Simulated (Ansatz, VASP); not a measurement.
## CsI in VASP and in Ansatz

```
Cs I
1.0
     4.56670    0.00000    0.00000
     0.00000    4.56670    0.00000
     0.00000    0.00000    4.56670
Cs I
1 1
Direct
  0.00000 0.00000 0.00000
  0.50000 0.50000 0.50000
```

Alike in both runs: task single point; functional LDA; k mesh 4 × 4 × 4; no spin polarisation.

|  | VASP | Ansatz |
| --- | --- | --- |
| version | VASP 6.6.1 | Ansatz 0.2.0 |
| potentials or method | VASP PAW LDA potentials, release 64 (Cs_sv, I), cutoff 500 eV | plane waves, PAW |
| occupations | gaussian, width 0.01 eV | fixed |
| valence electrons in the cell | 16 | 26 |

|  | VASP | Ansatz | Ansatz less VASP |
| --- | --- | --- | --- |
| gap on the k mesh at the Fermi level (eV) | 3.53 | 3.53 | -0.007 |

LDA's correlation is that of Perdew and Zunger in VASP and of Perdew and Wang (1992) in Ansatz. VASP's potentials hold 16 valence electrons a cell and Ansatz's 26, so a difference there can come from the potentials and not from the codes.

Spin-orbit coupling is off throughout.
